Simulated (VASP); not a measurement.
# BN (P6_3mc) in VASP: a series of runs, part 3 of 3

VASP 6.6.1. Earlier steps stand in the parts before.

## (5) Single point, r2SCAN

This run uses another cell than the first one, of 5.90 Å³/atom, 1.003 times its volume.

Input file POSCAR:

```
BN
1.0
    2.5439737279      0.0000000000      0.0000000000
   -1.2719868640      2.2031458750      0.0000000000
    0.0000000000      0.0000000000      4.2077593100
B N
2 2
Direct
    0.6666666667      0.3333333333      0.0001597788
    0.3333333333      0.6666666667      0.5001597788
    0.6666666667      0.3333333333      0.3748402212
    0.3333333333      0.6666666667      0.8748402212
```

Input file INCAR.step1:

```
SYSTEM = BN
PREC     = Accurate       ! precision mode
ENCUT    = 520            ! plane-wave cutoff, eV
ISMEAR   = 0              ! smearing method
SIGMA    = 0.01           ! smearing width, eV
LREAL    = .FALSE.        ! projectors in reciprocal space
LASPH    = .TRUE.         ! aspherical terms in the spheres
NELM     = 100            ! most SCF steps
NBANDS   = 16             ! bands
GGA      = PE             ! functional
ALGO     = Normal         ! electronic algorithm
EDIFF    = 1E-4           ! SCF threshold, eV
LWAVE    = .TRUE.         ! write WAVECAR
LCHARG   = .FALSE.        ! write CHGCAR
```

Input file INCAR.step2:

```
SYSTEM = BN
PREC     = Accurate       ! precision mode
ENCUT    = 520            ! plane-wave cutoff, eV
EDIFF    = 1E-6           ! SCF threshold, eV
ISMEAR   = 0              ! smearing method
SIGMA    = 0.01           ! smearing width, eV
LREAL    = .FALSE.        ! projectors in reciprocal space
LASPH    = .TRUE.         ! aspherical terms in the spheres
NELM     = 100            ! most SCF steps
ALGO     = Normal         ! electronic algorithm
ISIF     = 2              ! what is computed and relaxed
LWAVE    = .FALSE.        ! write WAVECAR
LCHARG   = .FALSE.        ! write CHGCAR
METAGGA  = R2SCAN         ! meta-GGA
LMIXTAU  = .TRUE.       
NBANDS   = 16             ! bands
ISTART   = 1
```

Input file KPOINTS:

```
Automatic mesh
0
G
  12 12 6
  0 0 0
```

Potentials or basis: VASP PAW PBE potentials, release 64 (B, N).

The run is started by

```console
$ cat potpaw_PBE.64/B/POTCAR potpaw_PBE.64/N/POTCAR > POTCAR
$ cp INCAR.step1 INCAR
$ mpirun -np 1 vasp_std > vasp.out
$ cp INCAR.step2 INCAR
$ mpirun -np 1 vasp_std > vasp.out
```

OUTCAR:

```text
SYSTEM = BN
   PREC = Accurate
   ENCUT = 520
   EDIFF = 1E-6
   ISMEAR = 0
   LREAL = .FALSE.
   LASPH = .TRUE.
   NELM = 100
   ISIF = 2
   METAGGA = R2SCAN
   ISTART = 1

 ion  position               nearest neighbor table
   1  0.667  0.333  0.000-   4 1.56   4 1.56   4 1.56   3 1.58
   2  0.333  0.667  0.500-   3 1.56   3 1.56   3 1.56   4 1.58
   3  0.667  0.333  0.375-   2 1.56   2 1.56   2 1.56   1 1.58
   4  0.333  0.667  0.875-   1 1.56   1 1.56   1 1.56   2 1.58

  LATTYP: Found a hexagonal cell.
 ALAT       =     2.5439737279
 C/A-ratio  =     1.6540105206

  Lattice vectors:

 A1 = (   2.5439737279,   0.0000000000,   0.0000000000)
 A2 = (  -1.2719868640,   2.2031458750,   0.0000000000)
 A3 = (   0.0000000000,   0.0000000000,   4.2077593100)

Analysis of symmetry for initial positions (statically):
=====================================================================
 Subroutine PRICEL returns:
 Original cell was already a primitive cell.

 Routine SETGRP: Setting up the symmetry group for a
 hexagonal supercell.

[... 169 lines left out ...]
  free energy    TOTEN  =       -38.26618442 eV

  energy without entropy =      -38.26618442  energy(sigma->0) =      -38.26618442

 E-fermi :   7.4861     XC(G=0): -13.6453

 val. band max:        7.4248140063   @ k =   0.0000   0.0000   0.0000
 cond. band min:      13.1491842115   @ k =   0.3333   0.3333   0.0000
 fundamental gap:      5.7243702052
 Fermi energy:         7.4860990878

 k-point     1 :       0.0000    0.0000    0.0000
  band No.  band energies     occupation
      1     -14.0658      2.00000
      2      -9.8249      2.00000
      3      -3.9035      2.00000
      4       5.2158      2.00000
      5       5.2158      2.00000
      6       7.1601      2.00000
[... 433 lines left out ...]
      3      -1.7563      2.00000
      4      -0.2389      2.00000
      5       1.1613      2.00000
      6       2.9523      2.00000
[... 8 lines left out ...]
     15      24.6537      0.00000
     16      24.9262      0.00000

 [... further k-points ...]
[... 5 lines left out ...]
  --------------------------------------------------------------------------------------
  -------------------------------------------------------------------------------------
  Total        0.1646022      0.1646022      0.1638395     -0.0000000      0.0000000      0.0000000
  in kB       11.1825156     11.1825156     11.1306961     -0.0000000      0.0000000      0.0000000
  external PRESSURE =      11.1652424 kB  Pullay stress =       0.0000000 kB

 VOLUME and BASIS-vectors are now :
 -----------------------------------------------------------------------------
  energy-cutoff  :      520.00
  volume of cell :       23.58
      direct lattice vectors                 reciprocal lattice vectors
     2.543973728  0.000000000  0.000000000     0.393085820  0.226948204  0.000000000
    -1.271986864  2.203145875  0.000000000     0.000000000  0.453896408  0.000000000
     0.000000000  0.000000000  4.207759310     0.000000000  0.000000000  0.237656179

 POSITION                                       TOTAL-FORCE (eV/Angst)
 -----------------------------------------------------------------------------------
      1.27199      0.73438      0.00067         0.000000      0.000000      0.011139
     -0.00000      1.46876      2.10455         0.000000      0.000000      0.011139
      1.27199      0.73438      1.57724        -0.000000      0.000000     -0.011139
     -0.00000      1.46876      3.68112         0.000000     -0.000000     -0.011139
 -----------------------------------------------------------------------------------
    total drift:                               -0.000000     -0.000000     -0.002253

  FREE ENERGIE OF THE ION-ELECTRON SYSTEM (eV)
  ---------------------------------------------------
  free  energy   TOTEN  =       -38.2661844205 eV

  energy  without entropy=      -38.2661844205  energy(sigma->0) =      -38.26618442
```

OUTCAR.step1:

```text
SYSTEM = BN
   PREC = Accurate
   ENCUT = 520
   ISMEAR = 0
   LREAL = .FALSE.
   LASPH = .TRUE.
   NELM = 100
[... 687 lines left out ...]
     -0.00000      1.46876      2.10455         0.000000     -0.000000      0.017406
      1.27199      0.73438      1.57724         0.000000     -0.000000     -0.017406
     -0.00000      1.46876      3.68112        -0.000000      0.000000     -0.017406
 -----------------------------------------------------------------------------------
    total drift:                               -0.000000     -0.000000     -0.000381

  FREE ENERGIE OF THE ION-ELECTRON SYSTEM (eV)
  ---------------------------------------------------
  free  energy   TOTEN  =       -34.8275887270 eV

  energy  without entropy=      -34.8275887270  energy(sigma->0) =      -34.82758873
```

Wall time 2 min (1 thread of Intel Xeon Platinum 8375C at 2.90GHz (Ice Lake), shared host); peak memory 0.15 GiB.

What came out:

```yaml
Free_energy: -38.2662 eV
Pressure: 1.1 GPa
Largest_force: 0.011 eV/Å
Band_gap_on_the_k_mesh: 5.72 eV, indirect (least direct gap 8.99 eV)
```

Forces on the atoms (eV/Å):
```
B    0.000  0.000  0.011
B    0.000  0.000  0.011
N    0.000  0.000 -0.011
N    0.000  0.000 -0.011
```

Caveat: the PAW data sets were made with another functional, which shifts forces and pressure a little. A k mesh can miss the band edges.

## (6) Relaxation of cell and atoms, PBEsol

This run uses another cell than the first one, of 5.85 Å³/atom, 0.995 times its volume.

Input file INCAR:

```
PREC = Accurate
ENCUT = 600
EDIFF = 1E-6
ISMEAR = 0
SIGMA = 0.01
LREAL = F
LASPH = T
NELM = 80
ALGO = Normal
ISIF = 3
LWAVE = F
LCHARG = F
GGA = PS
IBRION = 2
NSW = 80
EDIFFG = -0.01
```

Input file KPOINTS:

```
Automatic mesh
0
Gamma
  12 12 6
```

Input file POSCAR:

```
BN
1.0
    2.5360000000      0.0000000000      0.0000000000
   -1.2680000000      2.1962400000      0.0000000000
    0.0000000000      0.0000000000      4.1990000000
B N
2 2
Direct
    0.6666666667      0.3333333333      0.0000000000
    0.3333333333      0.6666666667      0.5000000000
    0.6666666667      0.3333333333      0.3750000000
    0.3333333333      0.6666666667      0.8750000000
```

Potentials or basis: VASP PAW PBE potentials, release 64 (B, N).

The run is started by

```console
$ cat potpaw_PBE.64/B/POTCAR potpaw_PBE.64/N/POTCAR > POTCAR
$ mpirun -np 1 vasp_std > vasp.out
```

Wall time 70 s (1 thread of Intel Xeon Platinum 8375C at 2.90GHz (Ice Lake), shared host); peak memory 0.15 GiB.

Results (log left out):

```
Free energy                            : -36.6331 eV
Relaxed volume                         : 5.88 Å³/atom
Relaxed cell                           : a = 2.542 Å, b = 2.542 Å, c = 4.205 Å, α = 90.00°, β = 90.00°, γ = 120.00°
Space group after relaxing (to 0.05 Å) : P6_3mc (No. 186)
Energy gained by relaxing              : 0.3 meV/atom
Ionic steps                            : 5
Pressure after relaxing                : -0.1 GPa
Largest force after relaxing           : 0.010 eV/Å
Band gap on the k mesh                 : 4.95 eV, indirect (least direct gap 8.22 eV)
```

Forces on the atoms (eV/Å):
```
B    0.000  0.000  0.010
B    0.000  0.000  0.010
N    0.000  0.000 -0.010
N    0.000  0.000 -0.010
```

Step by step:
| step | energy change (eV) | largest force (eV/Å) | pressure (GPa) | volume (Å³) |
| --- | --- | --- | --- | --- |
| 1 | 0.0000 | 0.0626 | 2.28 | 23.39 |
| 2 | 0.0004 | 0.0943 | -2.45 | 23.67 |
| 3 | -0.0012 | 0.0113 | 0.07 | 23.52 |
| 4 | -0.0012 | 0.0128 | 0.03 | 23.52 |
| 5 | -0.0012 | 0.0098 | -0.13 | 23.53 |

Final structure:
```xyz
4
Lattice="2.5421 0.0000 0.0000 -1.2711 2.2015 0.0000 0.0000 0.0000 4.2045" Properties=species:S:1:pos:R:3 pbc="T T T"
B     1.2711    0.7338    0.0010
B     0.0000    1.4677    2.1032
N     1.2711    0.7338    1.5758
N     0.0000    1.4677    3.6780
```

Levels at points of the mesh, in eV from the valence-band top:
```
           k point  band 4  band 5  band 6  band 7  band 8  band 9  band 10  band 11  band 12
(0.00, 0.00, 0.00)   -2.15   -2.15   -0.28    0.00    0.00    8.33     8.33     8.57     9.53
(0.50, 0.00, 0.00)   -7.87   -6.98   -5.04   -4.50   -2.13    6.57     7.82    10.55    11.42
(0.00, 0.00, 0.50)   -5.77   -1.19   -1.19   -1.19   -1.19    9.46     9.46     9.89     9.89
(0.50, 0.00, 0.50)  -10.13   -3.81   -3.81   -3.61   -3.61    6.46     6.46     9.96     9.96
```

Caveat: the PAW data sets were made with another functional, which shifts forces and pressure a little. Zero-point motion and thermal expansion aren't in these numbers.

## (7) Summary

| task | level | cell | cutoff (eV) | gap on the mesh (eV) | pressure (GPa) | largest force (eV/Å) |
| --- | --- | --- | --- | --- | --- | --- |
| single point | PBEsol | a = 2.541, b = 2.541, c = 4.203 Å, angles 90.0, 90.0, 120.0°, 4 atoms | 520 | 4.95 | 0.6 | - |
| single point | RPBE | a = 2.568, b = 2.568, c = 4.246 Å, angles 90.0, 90.0, 120.0°, 4 atoms | 520 | 5.32 | 0.1 | - |
| single point | r2SCAN+rVV10 | a = 2.542, b = 2.542, c = 4.205 Å, angles 90.0, 90.0, 120.0°, 4 atoms | 520 | 5.66 | 1.2 | - |
| single point | r2SCAN | a = 2.544, b = 2.544, c = 4.208 Å, angles 90.0, 90.0, 120.0°, 4 atoms | 520 | 5.72 | 1.1 | 0.01 |
| relaxation of cell and atoms | PBEsol | relaxed from a = 2.536, b = 2.536, c = 4.199 Å, angles 90.0, 90.0, 120.0°, 4 atoms | 600 | 4.95 | -0.1 | 0.01 |

Alike in all rows: potentials or basis VASP PAW PBE potentials, release 64 (B, N); no spin polarisation; k mesh 12 × 12 × 6; smearing gaussian 0.01 eV.

Caveats: the PAW data sets were made with another functional, which shifts forces and pressure a little.

Absolute energies hang on the potentials; compare differences alone.
